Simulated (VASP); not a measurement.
# AgCl (Fm-3m) in VASP: single point with LDA

Aim: the single point of AgCl with LDA.

All numbers are computed with VASP 6.6.1; they aren't measurements. Logs are shortened: lines on timing, memory, paths and dates and some standing lists are left out, and cuts for length are marked.

## 1. The cell of the first run

It takes space group Fm-3m (No. 225, cubic). Conventional cell: a = 5.655 Å, b = 5.655 Å, c = 5.655 Å, α = 90.00°, β = 90.00°, γ = 90.00°. Ag (site symmetry m-3m) has 6 Cl at 2.83 Å within 3.7 Å. Cl (site symmetry m-3m) has 6 Ag at 2.83 Å within 3.7 Å.

## 2. Single point, LDA (volume scaled by 1.06)

File INCAR:

```
PREC = Accurate
ENCUT = 520
EDIFF = 1E-6
ISMEAR = -1
SIGMA = 0.02
LREAL = False
LASPH = True
NELM = 60
ALGO = Normal
ISIF = 2
LWAVE = False
LCHARG = False
NBANDS = 16
```

File KPOINTS:

```
regular mesh
0
Gamma
  8 8 8
```

File POSCAR:

```
AgCl
1.0
    0.0000000000      2.8275392985      2.8275392985
    2.8275392985      0.0000000000      2.8275392985
    2.8275392985      2.8275392985      0.0000000000
Ag Cl
1 1
Direct
    0.5000000000      0.5000000000      0.5000000000
    0.0000000000      0.0000000000      0.0000000000
```

Potentials or basis: VASP PAW LDA potentials, release 64 (Ag, Cl).

The run is started by

```bash
> cat potpaw_LDA.64/Ag/POTCAR potpaw_LDA.64/Cl/POTCAR > POTCAR
> mpirun -np 1 vasp_std > vasp.out
```

OUTCAR:

```text
PREC = Accurate
   ENCUT = 520
   EDIFF = 1E-6
   ISMEAR = -1
   LREAL = False
   LASPH = True
   NELM = 60
   ISIF = 2

 ion  position               nearest neighbor table
   1  0.500  0.500  0.500-   2 2.83   2 2.83   2 2.83   2 2.83   2 2.83   2 2.83
   2  0.000  0.000  0.000-   1 2.83   1 2.83   1 2.83   1 2.83   1 2.83   1 2.83

  LATTYP: Found a face centered cubic cell.
 ALAT       =     5.6550785970

  Lattice vectors:

 A1 = (   0.0000000000,   2.8275392985,   2.8275392985)
 A2 = (   2.8275392985,   0.0000000000,   2.8275392985)
 A3 = (   2.8275392985,   2.8275392985,   0.0000000000)

Analysis of symmetry for initial positions (statically):
[... 33 lines left out ...]
                                     Primitive cell

  volume of cell :      45.2122

  direct lattice vectors                    reciprocal lattice vectors
     0.000000000  2.827539299  2.827539299    -0.176832202  0.176832202  0.176832202
     2.827539299  0.000000000  2.827539299     0.176832202 -0.176832202  0.176832202
     2.827539299  2.827539299  0.000000000     0.176832202  0.176832202 -0.176832202

  length of vectors
     3.998744424  3.998744424  3.998744424     0.306282358  0.306282358  0.306282358

  position of ions in fractional coordinates (direct lattice)
     0.500000000  0.500000000  0.500000000
     0.000000000  0.000000000  0.000000000

  ion indices of the primitive-cell ions
   primitive index   ion index
                 1           1
                 2           2

----------------------------------------------------------------------------------------

 KPOINTS: regular mesh

Automatic generation of k-mesh.
 Grid dimensions read from file:
 generate k-points for:    8    8    8

 Generating k-lattice:

  Cartesian coordinates                     Fractional coordinates (reciprocal lattice)
    -0.022104025  0.022104025  0.022104025     0.125000000  0.000000000  0.000000000
     0.022104025 -0.022104025  0.022104025     0.000000000  0.125000000  0.000000000
     0.022104025  0.022104025 -0.022104025     0.000000000  0.000000000  0.125000000

  Length of vectors
     0.038285295  0.038285295  0.038285295

  Shift w.r.t. Gamma in fractional coordinates (k-lattice)
     0.000000000  0.000000000  0.000000000

 Subroutine IBZKPT returns following result:
 ===========================================

 Found     29 irreducible k-points:

 Following reciprocal coordinates:
            Coordinates               Weight
  0.000000  0.000000  0.000000      1.000000
  0.125000  0.000000  0.000000      8.000000
  0.250000  0.000000  0.000000      8.000000
  0.375000  0.000000  0.000000      8.000000
  0.500000  0.000000  0.000000      4.000000
  0.125000  0.125000  0.000000      6.000000
[... 16 lines left out ...]
  0.500000  0.250000  0.125000     48.000000
 -0.375000  0.250000  0.125000     24.000000
 [... further k-points ...]
   k-points           NKPTS =     29   k-points in BZ     NKDIM =     29   number of bands    NBANDS=     16
   number of dos      NEDOS =    301   number of ions     NIONS =      2
   total plane-waves  NPLWV =  27000
   dimension x,y,z NGX =    30 NGY =   30 NGZ =   30
   dimension x,y,z NGXF=    60 NGYF=   60 NGZF=   60
   ions per type =               1   1
   NGX,Y,Z   is equivalent  to a cutoff of  12.47, 12.47, 12.47 a.u.
   NGXF,Y,Z  is equivalent  to a cutoff of  24.94, 24.94, 24.94 a.u.
 SYSTEM =  unknown system
   PREC   = accura    normal or accurate (medium, high low for compatibility)
   ISTART =      0    job   : 0-new  1-cont  2-samecut
   ICHARG =      2    charge: 1-file 2-atom 10-const
   ISPIN  =      1    spin polarized calculation?
   LNONCOLLINEAR =      F non collinear calculations
   LSORBIT =      F    spin-orbit coupling
   LASPH  =      T    aspherical Exc in radial PAW
   ENCUT  =  520.0 eV  38.22 Ry    6.18 a.u.   7.44  7.44  7.44*2*pi/ulx,y,z
   NELM   =     60;   NELMIN=  2; NELMDL= -5     # of ELM steps
   EDIFF  = 0.1E-05   stopping-criterion for ELM
   LREAL  =      F    real-space projection
   EDIFFG = 0.1E-04   stopping-criterion for IOM
   NSW    =      0    number of steps for IOM
   IBRION =     -1    ionic relax: 0-MD 1-quasi-New 2-CG
   NFREE  =      0    steps in history (QN), initial steepest desc. (CG)
   ISIF   =      2    stress and relaxation
   ISYM   =      2    0-nonsym 1-usesym 2-fastsym
   POTIM  = 0.5000    time-step for ionic-motion
   TEBEG  =    0.0;   TEEND  =   0.0 temperature during run
   PSTRESS=    0.0 pullay stress
   NELECT =      18.0000    total number of electrons
   NUPDOWN=      -1.0000    fix difference up-down
   EMIN   =  10.00;   EMAX   =-10.00  energy-range for DOS
   EFERMI =   0.00;   METHOD = LEGACY
   ISMEAR =    -1;   SIGMA  =   0.02  broadening in eV -4-tet -1-fermi 0-gaus
   EFERMI_NEDOS =   21; number of points for ismear=-14 and -15
   IALGO  =     38    algorithm
   IMIX   =      4    mixing-type and parameters
     AMIX     =   0.40;   BMIX     =  1.00
     AMIX_MAG =   1.60;   BMIX_MAG =  1.00
  volume/ion in A,a.u.               =      22.61       152.55
  Fermi-wavevector in a.u.,A,eV,Ry     =   1.204334  2.275862 19.734174  1.450421
  Thomas-Fermi vector in A             =   2.340062
   LORBIT       =      0    0 simple, 1 ext, 2 COOP (PROOUT), +10 PAW based schemes
   GGA     = CA    functional components
   LHFCALC =     F    Hartree Fock is set to
   AEXX    =    0.0000 exact exchange contribution
   IVDW    =     0    specifies the selected vdW correction
   LEPSILON=     F    determine dielectric tensor
   LRPA    =     F    only Hartree local field effects (RPA)
 non-spin polarized calculation
  energy-cutoff  :      520.00
  volume of cell :       45.21
 maximum number of plane-waves:      1243
 NGX is ok and might be reduce to    30
   NGX = 15   NGY = 15   NGZ = 15

 number of electron      17.9999993 magnetization

 Free energy of the ion-electron system (eV)
  ---------------------------------------------------
  ext. energy  EPLUGINS =         0.00000000
  ---------------------------------------------------
  free energy    TOTEN  =        -6.60805942 eV

  energy without entropy =       -6.60805942  energy(sigma->0) =       -6.60805942

 E-fermi :   3.2081     XC(G=0): -10.1495

 val. band max:        2.8540987389   @ k =   0.5000   0.0000   0.0000
 cond. band min:       3.5112857279   @ k =   0.0000   0.0000   0.0000
 fundamental gap:      0.6571869889
 Fermi energy:         3.2080946227

 k-point     1 :       0.0000    0.0000    0.0000
  band No.  band energies     occupation
      1     -11.8148      2.00000
      2       0.5567      2.00000
      3       0.5567      2.00000
      4       0.5567      2.00000
      5       0.5911      2.00000
      6       0.5911      2.00000
[... 8 lines left out ...]
     15      15.5116      0.00000
     16      15.5116      0.00000

 k-point     2 :       0.1250    0.0000    0.0000
  band No.  band energies     occupation
      1     -11.7614      2.00000
      2      -0.0445      2.00000
      3       0.0050      2.00000
      4       0.0050      2.00000
      5       0.6053      2.00000
      6       0.6053      2.00000
[... 8 lines left out ...]
     15      14.6171      0.00000
     16      15.1109      0.00000

 k-point     3 :       0.2500    0.0000    0.0000
  band No.  band energies     occupation
      1     -11.6274      2.00000
      2      -1.0162      2.00000
      3      -0.5257      2.00000
      4      -0.5257      2.00000
      5       0.7179      2.00000
      6       0.7179      2.00000
[... 8 lines left out ...]
     15      14.9860      0.00000
     16      14.9860      0.00000

 k-point     4 :       0.3750    0.0000    0.0000
  band No.  band energies     occupation
      1     -11.4857      2.00000
      2      -1.7444      2.00000
      3      -0.8653      2.00000
      4      -0.8653      2.00000
      5       0.8348      2.00000
      6       0.8348      2.00000
[... 8 lines left out ...]
     15      15.8978      0.00000
     16      15.8978      0.00000

 k-point     5 :       0.5000    0.0000    0.0000
  band No.  band energies     occupation
      1     -11.4245      2.00000
      2      -2.0104      2.00000
      3      -0.9819      2.00000
      4      -0.9819      2.00000
      5       0.8845      2.00000
      6       0.8845      2.00000
[... 8 lines left out ...]
     15      16.5365      0.00000
     16      16.5365      0.00000

 k-point     6 :       0.1250    0.1250    0.0000
  band No.  band energies     occupation
      1     -11.7454      2.00000
      2      -0.5023      2.00000
      3       0.2779      2.00000
      4       0.2779      2.00000
      5       0.5133      2.00000
      6       0.6157      2.00000
[... 8 lines left out ...]
     15      16.6149      0.00000
     16      16.6333      0.00000
[... 267 lines left out ...]
 k-point    21 :       0.5000    0.5000    0.0000
  band No.  band energies     occupation
      1     -11.4044      2.00000
      2      -1.1105      2.00000
      3       0.0910      2.00000
      4       0.0910      2.00000
      5       0.2639      2.00000
      6       0.7609      2.00000
[... 8 lines left out ...]
     15      18.0098      0.00000
     16      18.0099      0.00000

 k-point    22 :       0.3750    0.2500    0.1250
  band No.  band energies     occupation
      1     -11.5449      2.00000
      2      -1.3638      2.00000
      3      -0.6012      2.00000
      4      -0.2451      2.00000
      5       0.6441      2.00000
      6       0.8196      2.00000
[... 8 lines left out ...]
     15      16.8476      0.00000
     16      17.7145      0.00000

 k-point    23 :       0.5000    0.2500    0.1250
  band No.  band energies     occupation
      1     -11.4434      2.00000
      2      -1.5549      2.00000
      3      -0.8718      2.00000
      4      -0.6214      2.00000
      5       0.7481      2.00000
      6       0.8903      2.00000
[... 8 lines left out ...]
     15      17.0476      0.00000
     16      17.6043      0.00000

 k-point    24 :      -0.3750    0.2500    0.1250
  band No.  band energies     occupation
      1     -11.4002      2.00000
      2      -1.6111      2.00000
      3      -0.9080      2.00000
      4      -0.8718      2.00000
      5       0.8243      2.00000
      6       0.8878      2.00000
[... 8 lines left out ...]
     15      16.0494      0.00000
     16      17.5635      0.00000

 [... further k-points ...]

------------------------ aborting loop because EDIFF is reached ----------------------------------------

  FORCE on cell =-STRESS in cart. coord.  units (eV):
  Direction    XX          YY          ZZ          XY          YZ          ZX
  --------------------------------------------------------------------------------------
  -------------------------------------------------------------------------------------
  Total       -2.1002303     -2.1002303     -2.1002303      0.0000000     -0.0000000      0.0000000
  in kB      -74.4254646    -74.4254646    -74.4254646      0.0000000     -0.0000000      0.0000000
  external PRESSURE =     -74.4254646 kB  Pullay stress =       0.0000000 kB

 VOLUME and BASIS-vectors are now :
 -----------------------------------------------------------------------------
  energy-cutoff  :      520.00
  volume of cell :       45.21
      direct lattice vectors                 reciprocal lattice vectors
     0.000000000  2.827539299  2.827539299    -0.176832202  0.176832202  0.176832202
     2.827539299  0.000000000  2.827539299     0.176832202 -0.176832202  0.176832202
     2.827539299  2.827539299  0.000000000     0.176832202  0.176832202 -0.176832202

 POSITION                                       TOTAL-FORCE (eV/Angst)
 -----------------------------------------------------------------------------------
      2.82754      2.82754      2.82754        -0.000000     -0.000000     -0.000000
      0.00000      0.00000      0.00000         0.000000      0.000000      0.000000
 -----------------------------------------------------------------------------------
    total drift:                                0.000000      0.000000      0.000000

  FREE ENERGIE OF THE ION-ELECTRON SYSTEM (eV)
  ---------------------------------------------------
  free  energy   TOTEN  =        -6.6080594211 eV

  energy  without entropy=       -6.6080594203  energy(sigma->0) =       -6.60805942
```

It took 30 s on 1 thread of Intel Xeon 8259CL, shared host; peak memory 0.16 GiB.

What came out:

* Free energy: -6.6081 eV
* Pressure: -7.4 GPa
* Band gap on the k mesh: 0.66 eV, indirect (least direct gap 2.73 eV)

Levels at points of the mesh, in eV from the valence-band top:
| k point | band 6 | band 7 | band 8 | band 9 | band 10 | band 11 | band 12 | band 13 |
| --- | --- | --- | --- | --- | --- | --- | --- | --- |
| (0.00, 0.00, 0.00) | -2.26 | -2.07 | -2.07 | -2.07 | 0.66 | 10.75 | 10.75 | 10.75 |
| (0.50, 0.00, 0.00) | -1.97 | -1.67 | 0.00 | 0.00 | 4.11 | 6.03 | 7.54 | 7.54 |
| (0.50, 0.50, 0.00) | -2.09 | -1.86 | -1.86 | -1.82 | 2.21 | 7.91 | 8.19 | 10.93 |

 A k mesh can miss the band edges.
